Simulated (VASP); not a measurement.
**LaRe: single point with r2SCAN**

Crystal: LaRe.

```
CELL_PARAMETERS angstrom
3.59701 0.00000 0.00000
0.00000 3.59701 0.00000
0.00000 0.00000 3.59701
ATOMIC_POSITIONS crystal
La 0.00000 0.00000 0.00000
Re 0.50000 0.50000 0.50000
```

```
Program                : VASP 6.6.1
Task                   : single point
Functional             : r2SCAN
Potentials or basis    : VASP PAW PBE potentials, release 64 (La, Re)
Cutoff                 : 520 eV
k mesh                 : 10 × 10 × 10
Occupations            : gaussian, width 0.05 eV
Spin                   : no spin polarisation
Dipole correction      : no
Further INCAR settings : ALGO = Normal; EDIFF = 1e-07; NBANDS = 16
```

* Pressure: -2.0 GPa
* Band gap on the k mesh: zero (bands 9 and 10 overlap by 2.25 eV)

Levels at points of the mesh, in eV from the Fermi level:
```tsv
k point	band 5	band 6	band 7	band 8	band 9	band 10	band 11	band 12	band 13	band 14
(0.00, 0.00, 0.00)	-5.13	-3.08	-3.08	-0.08	-0.08	-0.08	3.89	3.89	3.89	3.95
(0.50, 0.00, 0.00)	-1.87	-1.69	-1.01	-0.08	-0.08	0.20	0.97	1.68	2.84	2.84
(0.50, 0.50, 0.00)	-4.23	-2.35	-1.53	-1.53	1.68	1.82	2.72	2.72	3.93	3.98
(0.50, 0.50, 0.50)	-0.93	-0.93	-0.93	-0.13	-0.13	-0.13	1.57	1.90	1.90	4.07
```

It took 5.1 min on 1 thread of AMD EPYC 7R43 64-Core Processor (Zen 3) (shared host), peak memory 0.19 GiB.

Caveat: the PAW data sets were made with another functional, which shifts forces and pressure a little; spin-orbit coupling is left out, which moves the levels of the heavy elements.
